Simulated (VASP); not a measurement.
Wanted: the native input for a VASP 6.6.1 run.

```yaml
Task: single point
Functional: r2SCAN
Dispersion: D3(BJ)
Potentials_or_basis: VASP PAW PBE potentials, release 64 (O, H, C, N)
Cutoff: 580 eV
k_mesh: 1 × 1 × 1
Occupations: fermi-dirac, width 0.02 eV
Spin: no spin polarisation
Dipole_correction: no
Further_INCAR_settings: ALGO = Normal; EDIFF = 1e-06; NBANDS = 39
```

The system is H11C2NO4.

```xyz
18
Lattice="5.9155 0.0000 0.0000 0.0000 5.9155 0.0000 0.0000 0.0000 5.9155" Properties=species:S:1:pos:R:3 pbc="T T T"
O     2.1475    1.5639    1.4461
O     3.9276    5.6910    0.6034
O     1.5985    4.2729    0.3663
O     5.9933    5.6251    4.2184
H     1.8266    2.3744    0.9797
H     1.4234    0.9335    1.5839
H     4.3081    5.9019   -0.2408
H     3.5407    6.4980    0.9324
H     0.9639    4.5434   -0.3211
H     2.3357    4.9022    0.2939
H     5.4371    5.1684    3.5428
H     6.8264    5.8316    3.8332
H     3.8986    2.7265    5.1597
H     3.4834    1.6188    3.8893
H     5.0275    2.5905    3.6909
C     3.9403    2.5550    4.0618
C     3.1831    3.7093    3.6483
N     2.7021    4.7314    3.3895
```

One way to write it, as run:

POSCAR

```
H11C2NO4
1.0
    5.9154820000      0.0000000000      0.0000000000
    0.0000000000      5.9154820000      0.0000000000
    0.0000000000      0.0000000000      5.9154820000
O H C N
4 11 2 1
Direct
    0.3630304344      0.2643740612      0.2444602147
    0.6639526585      0.9620517821      0.1020035223
    0.2702231196      0.7223249094      0.0619222576
    1.0131549720      0.9509115234      0.7131117971
    0.3087829529      0.4013874102      0.1656162592
    0.2406228267      0.1578062447      0.2677550198
    0.7282753967      0.9977039910     -0.0407067421
    0.5985480135      1.0984734634      0.1576202920
    0.1629453018      0.7680523751     -0.0542812910
    0.3948452552      0.8287067732      0.0496831873
    0.9191305121      0.8737073327      0.5989030142
    1.1539888043      0.9858199214      0.6479945337
    0.6590502684      0.4609091871      0.8722366157
    0.5888615670      0.2736547926      0.6574781227
    0.8498884791      0.4379186683      0.6239390129
    0.6660995672      0.4319174667      0.6866388910
    0.5380964730      0.6270494949      0.6167375710
    0.4567844176      0.7998333864      0.5729879662
```

INCAR.step1

```
SYSTEM = H11C2NO4
ALGO = Normal
EDIFF = 1E-5
ENCUT = 580
GGA = PE
GGA_COMPAT = .False.
ISMEAR = -1
LASPH = .True.
LCHARG = .False.
LREAL = .False.
LWAVE = .True.
NBANDS = 39
NELM = 120
PREC = Accurate
SIGMA = 0.02
```

INCAR.step2

```
SYSTEM = H11C2NO4
ALGO = Normal
EDIFF = 1E-6
ENCUT = 580
GGA_COMPAT = .False.
ISIF = 2
ISMEAR = -1
ISTART = 1
IVDW = 12
LASPH = .True.
LCHARG = .False.
LMIXTAU = .True.
LREAL = .False.
LWAVE = .False.
METAGGA = R2SCAN
NBANDS = 39
NELM = 120
PREC = Accurate
SIGMA = 0.02
VDW_A1 = 0.49484001
VDW_A2 = 5.73083694
VDW_S6 = 1.0
VDW_S8 = 0.78981345
```

KPOINTS

```
k-points
0
Gamma
  1 1 1
  0 0 0
```

Potentials or basis: VASP PAW PBE potentials, release 64 (O, H, C, N).

Run with:

```bash
$ cat potpaw_PBE.64/O/POTCAR potpaw_PBE.64/H/POTCAR potpaw_PBE.64/C/POTCAR potpaw_PBE.64/N/POTCAR > POTCAR
$ cp INCAR.step1 INCAR
$ mpirun -np 1 vasp_gam > vasp.out
$ cp INCAR.step2 INCAR
$ mpirun -np 1 vasp_gam > vasp.out
```

It gave:

```json
{
  "Pressure": "-0.7 GPa",
  "Largest force": "2.548 eV/Å",
  "Dispersion energy per atom": "-0.018 eV"
}
```

Caveat: the k points lie up to 1.06 Å⁻¹ apart; the PAW data sets were made with another functional, which shifts forces and pressure a little.

Wall time 86 s on 1 thread of AMD EPYC 9R14 (Zen 4), on a shared host, peak memory 0.3 GiB.
